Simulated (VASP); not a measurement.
# ZnSe in VASP: a series of runs

ZnSe is run at these levels: PBE; tasks: single point.

Everything below comes from runs of VASP 6.6.1. Logs are shortened: lines on timing, memory, paths and dates and some standing lists are left out, and cuts for length are marked.

### 1 The cell of the first run

The cell holds a wire or tube with vacuum around it, 16 atoms: a = 17.400 Å, b = 17.700 Å, c = 3.984 Å, α = 90.00°, β = 90.00°, γ = 90.00°.

### 2 Single point, PBE

INCAR

```
SYSTEM = ZnSe
  PREC = Accurate
  ENCUT = 520
  EDIFF = 1E-7
  ISMEAR = 0
  SIGMA = 0.05
  LREAL = Auto
  LASPH = .TRUE.
  NELM = 60
  ALGO = Normal
  ISIF = 2
  LWAVE = .FALSE.
  LCHARG = .FALSE.
  GGA = PE
  NBANDS = 86
```

KPOINTS

```
Automatic mesh
0
G
  1 1 11
  0 0 0
```

POSCAR

```
ZnSe
1.0
   17.4000000000      0.0000000000      0.0000000000
    0.0000000000     17.7000000000      0.0000000000
    0.0000000000      0.0000000000      3.9839646585
Zn Se
8 8
Direct
    0.7369014731      0.5610902094      0.5000000000
    0.6235614858      0.7078396442      1.0000000000
    0.4378561577      0.7328579176      0.5000000000
    0.2885538738      0.6214625274      1.0000000000
    0.2630985269      0.4389097906      0.5000000000
    0.3764385142      0.2921603558      1.0000000000
    0.5621438423      0.2671420824      0.5000000000
    0.7114461262      0.3785374726      1.0000000000
    0.7396432518      0.6365786614      1.0000000000
    0.5712066438      0.7631355220      0.5000000000
    0.3610660526      0.7355626176      1.0000000000
    0.2322980594      0.5700006506      0.5000000000
    0.2603567482      0.3634213386      1.0000000000
    0.4287933562      0.2368644780      0.5000000000
    0.6389339474      0.2644373824      1.0000000000
    0.7677019406      0.4299993494      0.5000000000
```

Potentials or basis: VASP PAW PBE potentials, release 64 (Zn, Se).

On the command line:

```sh
> cat potpaw_PBE.64/Zn/POTCAR potpaw_PBE.64/Se/POTCAR > POTCAR
> mpirun -np 1 vasp_std > vasp.out
```

OUTCAR:

```text
SYSTEM = ZnSe
   PREC = Accurate
   ENCUT = 520
   EDIFF = 1E-7
   ISMEAR = 0
   LREAL = Auto
   LASPH = .TRUE.
   NELM = 60
   ISIF = 2
   GGA = PE

 ion  position               nearest neighbor table
   1  0.737  0.561  0.500-  16 2.38   9 2.40   9 2.40
   2  0.624  0.708  0.000-   9 2.38  10 2.40  10 2.40
   3  0.438  0.733  0.500-  10 2.38  11 2.40  11 2.40
   4  0.289  0.621  0.000-  11 2.38  12 2.40  12 2.40
   5  0.263  0.439  0.500-  12 2.38  13 2.40  13 2.40
   6  0.376  0.292  0.000-  13 2.38  14 2.40  14 2.40
[... 8 lines left out ...]
  15  0.639  0.264  0.000-   8 2.38   7 2.40   7 2.40
  16  0.768  0.430  0.500-   1 2.38   8 2.40   8 2.40

  LATTYP: Found a simple orthorhombic cell.
 ALAT       =     3.9839646585
 B/A-ratio  =     4.3675086231
 C/A-ratio  =     4.4428104959

  Lattice vectors:

 A1 = (   0.0000000000,   0.0000000000,   3.9839646585)
 A2 = (  17.4000000000,   0.0000000000,   0.0000000000)
 A3 = (   0.0000000000,  17.7000000000,   0.0000000000)

Analysis of symmetry for initial positions (statically):
=====================================================================
 Subroutine PRICEL returns:
 Original cell was already a primitive cell.

 Routine SETGRP: Setting up the symmetry group for a
 simple orthorhombic supercell.

 Subroutine GETGRP returns: Found  4 space group operations
 (whereof  4 operations were pure point group operations)
 out of a pool of  8 trial point group operations.

The static configuration has the point symmetry C_2h.

Analysis of symmetry for dynamics (positions and initial velocities):
=====================================================================
 Subroutine PRICEL returns:
 Original cell was already a primitive cell.

 Routine SETGRP: Setting up the symmetry group for a
 simple orthorhombic supercell.

 Subroutine GETGRP returns: Found  4 space group operations
 (whereof  4 operations were pure point group operations)
 out of a pool of  8 trial point group operations.

The dynamic configuration has the point symmetry C_2h.

 Subroutine INISYM returns: Found  4 space group operations
 (whereof  4 operations are pure point group operations),
 and found     1 'primitive' translations

----------------------------------------------------------------------------------------

                                     Primitive cell

  volume of cell :    1226.9814

[... 102 lines left out ...]
   NFREE  =      0    steps in history (QN), initial steepest desc. (CG)
   ISIF   =      2    stress and relaxation
   ISYM   =      2    0-nonsym 1-usesym 2-fastsym
   POTIM  = 0.5000    time-step for ionic-motion
   TEBEG  =    0.0;   TEEND  =   0.0 temperature during run
   PSTRESS=    0.0 pullay stress
   NELECT =     144.0000    total number of electrons
   NUPDOWN=      -1.0000    fix difference up-down
   EMIN   =  10.00;   EMAX   =-10.00  energy-range for DOS
   EFERMI =   0.00;   METHOD = LEGACY
   ISMEAR =     0;   SIGMA  =   0.05  broadening in eV -4-tet -1-fermi 0-gaus
   EFERMI_NEDOS =   21; number of points for ismear=-14 and -15
   IALGO  =     38    algorithm
   IMIX   =      4    mixing-type and parameters
     AMIX     =   0.40;   BMIX     =  1.00
     AMIX_MAG =   1.60;   BMIX_MAG =  1.00
  volume/ion in A,a.u.               =      76.69       517.50
  Fermi-wavevector in a.u.,A,eV,Ry     =   0.801524  1.514660  8.740929  0.642440
  Thomas-Fermi vector in A             =   1.909027
   LORBIT       =      0    0 simple, 1 ext, 2 COOP (PROOUT), +10 PAW based schemes
   GGA     = PE    functional components
   LHFCALC =     F    Hartree Fock is set to
   AEXX    =    0.0000 exact exchange contribution
   IVDW    =     0    specifies the selected vdW correction
   LEPSILON=     F    determine dielectric tensor
   LRPA    =     F    only Hartree local field effects (RPA)
 non-spin polarized calculation
 Gauss-broadening in eV      SIGMA  =   0.05
  energy-cutoff  :      520.00
  volume of cell :     1226.98
 maximum number of plane-waves:     33101
 NGX is ok and might be reduce to   140
   NGX = 65   NGY = 65   NGZ = 15

 number of electron     144.0000043 magnetization

 Free energy of the ion-electron system (eV)
  ---------------------------------------------------
  ext. energy  EPLUGINS =         0.00000000
  ---------------------------------------------------
  free energy    TOTEN  =       -45.37063234 eV

  energy without entropy =      -45.37063234  energy(sigma->0) =      -45.37063234

 E-fermi :  -3.3367     XC(G=0):  -3.7541

 val. band max:       -3.5706706010   @ k =   0.0000   0.0000   0.0000
 cond. band min:      -1.4334458513   @ k =   0.0000   0.0000   0.0000
 fundamental gap:      2.1372247497
 Fermi energy:        -3.3367011560

 k-point     1 :       0.0000    0.0000    0.0000
  band No.  band energies     occupation
      1     -15.9828      2.00000
      2     -15.9091      2.00000
      3     -15.9091      2.00000
      4     -15.7231      2.00000
      5     -15.7229      2.00000
      6     -15.5235      2.00000
[... 511 lines left out ...]
     83       0.5304      0.00000
     84       0.5312      0.00000
 [bands above 84 left out]

------------------------ aborting loop because EDIFF is reached ----------------------------------------

  FORCE on cell =-STRESS in cart. coord.  units (eV):
  Direction    XX          YY          ZZ          XY          YZ          ZX
  --------------------------------------------------------------------------------------
  -------------------------------------------------------------------------------------
  Total        0.4340205      0.3800551      0.6441817     -0.0004584      0.0000000      0.0000000
  in kB        0.5667387      0.4962712      0.8411645     -0.0005986      0.0000000      0.0000000
  external PRESSURE =       0.6347248 kB  Pullay stress =       0.0000000 kB

 VOLUME and BASIS-vectors are now :
 -----------------------------------------------------------------------------
  energy-cutoff  :      520.00
  volume of cell :     1226.98
      direct lattice vectors                 reciprocal lattice vectors
    17.400000000  0.000000000  0.000000000     0.057471264  0.000000000  0.000000000
     0.000000000 17.700000000  0.000000000     0.000000000  0.056497175  0.000000000
     0.000000000  0.000000000  3.983964659     0.000000000  0.000000000  0.251006243

 POSITION                                       TOTAL-FORCE (eV/Angst)
 -----------------------------------------------------------------------------------
     12.82209      9.93130      1.99198        -0.003872     -0.001776     -0.000000
     10.84997     12.52876      0.00000        -0.000842     -0.004375     -0.000000
      7.61870     12.97159      1.99198         0.002878     -0.003855     -0.000000
      5.02084     10.99989      0.00000         0.004841     -0.002118      0.000000
      4.57791      7.76870      1.99198         0.003872      0.001776      0.000000
      6.55003      5.17124      0.00000         0.000842      0.004375      0.000000
[... 8 lines left out ...]
     11.11745      4.68054      0.00000         0.008501     -0.025217      0.000000
     13.35801      7.61099      1.99198         0.023840     -0.004398      0.000000
 -----------------------------------------------------------------------------------
    total drift:                                0.000000      0.000000      0.000000

  FREE ENERGIE OF THE ION-ELECTRON SYSTEM (eV)
  ---------------------------------------------------
  free  energy   TOTEN  =       -45.3706323380 eV

  energy  without entropy=      -45.3706323380  energy(sigma->0) =      -45.37063234
```

Run time: 28 min. Hardware: 1 thread of Intel Xeon Platinum 8488C (Sapphire Rapids), shared host; peak memory 1.2 GiB.

Results:

| Item | Value |
| --- | --- |
| Free energy | -45.3706 eV |
| Largest force | 0.037 eV/Å |
| Band gap on the k mesh | 2.14 eV |

Forces in eV/Å, atoms in the order of the input:
```
Zn  -0.004 -0.002  0.000
Zn  -0.001 -0.004  0.000
Zn   0.003 -0.004  0.000
Zn   0.005 -0.002  0.000
Zn   0.004  0.002  0.000
Zn   0.001  0.004  0.000
Zn  -0.003  0.004  0.000
Zn  -0.005  0.002  0.000
Se   0.029  0.018  0.000
Se   0.008  0.036  0.000
Se  -0.009  0.025  0.000
Se  -0.024  0.004  0.000
Se  -0.029 -0.018  0.000
Se  -0.008 -0.036  0.000
Se   0.009 -0.025  0.000
Se   0.024 -0.004  0.000
```

Levels at points of the mesh, in eV from the valence-band top:
```tsv
k point	band 70	band 71	band 72	band 73	band 74	band 75
(0.00, 0.00, 0.00)	-0.22	-0.22	0.00	2.14	2.74	2.74
```

### 3 Single point, PBE

This run uses another cell than the first one.

INCAR

```
  PREC = Accurate
  ENCUT = 520
  EDIFF = 1E-6
  ISMEAR = 0
  SIGMA = 0.05
  LREAL = Auto
  LASPH = True
  NELM = 80
  ALGO = Normal
  ISIF = 2
  LWAVE = False
  LCHARG = False
  GGA = PE
  NBANDS = 86
```

KPOINTS

```
Automatic mesh
0
Gamma
  1 1 11
```

POSCAR

```
ZnSe
1.0
   17.4000000000      0.0000000000      0.0000000000
    0.0000000000     17.7000000000      0.0000000000
    0.0000000000      0.0000000000      4.0891729114
Zn Se
8 8
Direct
    0.7442534914      0.5643382457      0.5000000000
    0.6264349108      0.7152799658      1.0000000000
    0.4345524742      0.7401136017      0.5000000000
    0.2810083106      0.6242919462      1.0000000000
    0.2557465086      0.4356617543      0.5000000000
    0.3735650892      0.2847200342      1.0000000000
    0.5654475258      0.2598863983      0.5000000000
    0.7189916894      0.3757080538      1.0000000000
    0.7298442292      0.6304514644      1.0000000000
    0.5686908994      0.7520128772      0.5000000000
    0.3672993724      0.7259485643      1.0000000000
    0.2436420732      0.5675266469      0.5000000000
    0.2701557708      0.3695485356      1.0000000000
    0.4313091006      0.2479871228      0.5000000000
    0.6327006276      0.2740514357      1.0000000000
    0.7563579268      0.4324733531      0.5000000000
```

Potentials or basis: VASP PAW PBE potentials, release 64 (Zn, Se).

On the command line:

```sh
> cat potpaw_PBE.64/Zn/POTCAR potpaw_PBE.64/Se/POTCAR > POTCAR
> mpirun -np 1 vasp_std > vasp.out
```

Wall time 48 min (1 thread of Intel Xeon 8259CL, shared host); peak memory 1.2 GiB.

Results (log left out):

```
Free energy            : -44.5131 eV
Largest force          : 0.631 eV/Å
Band gap on the k mesh : 1.88 eV (least direct gap 1.90 eV)
```

Forces in eV/Å, atoms in the order of the input:
```
Zn  -0.422  0.000  0.000
Zn  -0.299 -0.300  0.000
Zn   0.000 -0.421  0.000
Zn   0.300 -0.298  0.000
Zn   0.422  0.000  0.000
Zn   0.299  0.300  0.000
Zn   0.000  0.421  0.000
Zn  -0.300  0.298  0.000
Se   0.586  0.215  0.000
Se   0.253  0.575  0.000
Se  -0.216  0.593  0.000
Se  -0.570  0.255  0.000
Se  -0.586 -0.215  0.000
Se  -0.253 -0.575  0.000
Se   0.216 -0.593  0.000
Se   0.570 -0.255  0.000
```

Levels at points of the mesh, in eV from the valence-band top:
| k point | band 68 | band 69 | band 70 | band 71 | band 72 | band 73 | band 74 | band 75 | band 76 | band 77 |
| --- | --- | --- | --- | --- | --- | --- | --- | --- | --- | --- |
| (0.00, 0.00, 0.00) | -0.27 | -0.27 | -0.11 | -0.06 | -0.02 | 1.88 | 2.71 | 2.72 | 3.46 | 3.47 |
